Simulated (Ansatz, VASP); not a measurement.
**Two plane-wave programs on Re**

```
Re
1.0
    -1.49318    1.49318    1.49318
     1.49318   -1.49318    1.49318
     1.49318    1.49318   -1.49318
Re
1
Direct
  0.00000 0.00000 0.00000
```

Change from the starting cell: volume scaled by 0.92, PAW files.

Alike in both runs: task single point; functional LDA; k mesh 19 × 19 × 19; occupations fermi-dirac, width 0.1 eV; no spin polarisation.

```csv
,VASP,Ansatz
version,VASP 6.6.1,Ansatz 0.2.0
potentials or method,"VASP PAW LDA potentials, release 64 (Re)","PAW with Ansatz's default frozen-core files, scalar-relativistic"
plane-wave cutoff (eV),520,420
valence electrons in the cell,7,15
```

VASP gave:

```
pressure (GPa) : 42.4
```

Which values does Ansatz return?

Pressure (GPa): 39.6.

LDA's correlation is that of Perdew and Zunger in VASP and of Perdew and Wang (1992) in Ansatz. Both programs put the cell under a high pressure, so it lies far from rest at this level. VASP's potentials hold 7 valence electrons a cell and Ansatz's 15, so a difference there can come from the potentials and not from the codes.

Spin-orbit coupling is off throughout.
